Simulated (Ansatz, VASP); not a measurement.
# Sc: VASP beside Ansatz

```xyz
2
Lattice="3.5643 0.0000 0.0000 -1.7821 3.0868 0.0000 0.0000 0.0000 4.5398" Properties=species:S:1:pos:R:3 pbc="T T T"
Sc    0.0000    2.0578    1.1350
Sc    1.7821    1.0289    3.4049
```

Alike in both runs: task single point; functional PBE; k mesh 18 × 18 × 10; occupations gaussian, width 0.15 eV; no spin polarisation.

|  | VASP | Ansatz |
| --- | --- | --- |
| version | VASP 6.6.1 | Ansatz 0.2.0 |
| potentials or method | VASP PAW PBE potentials, release 64 (Sc_sv), cutoff 520 eV | scalar-relativistic, plane waves, PAW |
| valence electrons in the cell | 22 | 22 |

```csv
,VASP,Ansatz,Ansatz less VASP
gap on the k mesh at the Fermi level (eV),none,none,-
pressure (GPa),-0.2,-0.3,-0.06
"traceless stress, the component that is largest in VASP (GPa)",8.33,8.32,-0.007
```

A gap of «none» marks a metal or a gap that the smearing closes.
